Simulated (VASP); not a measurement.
Runs of VASP 6.6.1 on NaI. The structure is that of space group P6_3/mmc (No. 194), or close to it. The cells are those of the table. 

```tsv
level	cell	gap on the mesh (eV)	pressure (GPa)
PBE	a = 5.356, b = 5.356, c = 6.396 Å, angles 90.0, 90.0, 120.0°, 4 atoms	(b)	(a)
r2SCAN	a = 5.362, b = 5.362, c = 6.397 Å, angles 90.0, 90.0, 120.0°, 4 atoms	4.23	0.4
PBE	a = 5.416, b = 5.416, c = 6.462 Å, angles 90.0, 90.0, 120.0°, 4 atoms	3.56	0.4
r2SCAN	a = 5.470, b = 5.470, c = 6.526 Å, angles 90.0, 90.0, 120.0°, 4 atoms	4.15	-0.4
PBE	a = 5.413, b = 5.413, c = 6.463 Å, angles 90.0, 90.0, 120.0°, 4 atoms	3.56	0.4
```

Alike in all rows: task single point; potentials or basis VASP PAW PBE potentials, release 64 (Na_pv, I); no spin polarisation; k mesh 6 × 6 × 4; cutoff (eV) 520; smearing gaussian 0.01 eV.

**Question.** Fill in the values left out.

**Answer.** (a) 0.9; (b) 3.61.

Caveats: spin-orbit coupling is left out, which moves the levels of the heavy elements; the PAW data sets were made with another functional, which shifts forces and pressure a little (at least some runs).

A k mesh can miss the band edges, and the runs leave out spin-orbit coupling on I.
